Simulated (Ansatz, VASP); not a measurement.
**SnO2: VASP beside Ansatz**

```
Sn O
1.0
     3.18862    0.00000    0.00000
    -1.59431    2.76143    0.00000
     0.00000    0.00000   11.10942
Sn O
2 4
Direct
  0.00000 0.00000 0.50000
  0.00000 0.00000 0.00000
  0.66667 0.33333 0.41077
  0.66667 0.33333 0.08923
  0.33333 0.66667 0.58923
  0.33333 0.66667 0.91077
```

Alike in both runs: task single point; functional r2SCAN; k mesh 12 × 12 × 2; occupations gaussian, width 0.05 eV; no spin polarisation.

|  | VASP | Ansatz |
| --- | --- | --- |
| version | VASP 6.6.1 | Ansatz 0.2.0 |
| potentials or method | VASP PAW PBE potentials, release 64 (Sn_d, O), cutoff 520 eV | scalar-relativistic, plane waves, PAW |
| valence electrons in the cell | 52 | 52 |

|  | VASP | Ansatz | Ansatz less VASP |
| --- | --- | --- | --- |
| gap on the k mesh at the Fermi level (eV) | 3.02 | 3.02 | +0.004 |
| least direct gap on the mesh (eV) | 3.54 | 3.54 | -0.002 |
| pressure (GPa) | 0.9 | 0.0 | -0.93 |
| traceless stress, the component that is largest in VASP (GPa) | -0.56 | 0.00 | +0.557 |
| rms of the force components (eV/Å) | 0.042 | 0.000 | -0.0412 |

VASP's potentials were made for PBE, not for r2SCAN. Atom by atom the forces differ by 0.041 eV/Å (rms over components).
